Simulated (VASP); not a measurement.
The system is Os.

```
Os
1.0
     2.71752    0.00000    0.00000
    -1.35876    2.35345    0.00000
     0.00000    0.00000    4.28446
Os
2
Direct
  0.33333 0.66667 0.25000
  0.66667 0.33333 0.75000
```

Base run:

* Program: VASP 6.6.1
* Functional: LDA
* Potentials or basis: VASP PAW LDA potentials, release 64 (Os_sv_GW)
* Cutoff: 500 eV
* k mesh: 13 × 13 × 8
* Occupations: fermi-dirac, width 0.1 eV
* Spin: no spin polarisation

Its results: band gap on the k mesh zero (band 16 reaches 16.09 eV, above the bottom of band 17 at 12.13 eV); pressure -0.6 GPa.

Q: The run is repeated on the same cell with these changes: k mesh from 13 × 13 × 8 to 6 × 6 × 4. What comes out?

A: Band gap on the k mesh zero (band 16 reaches 16.03 eV, above the bottom of band 17 at 12.30 eV); pressure 0.3 GPa.

Caveats: some runs use coarse meshes; spin-orbit coupling is left out, which moves the levels of the heavy elements.
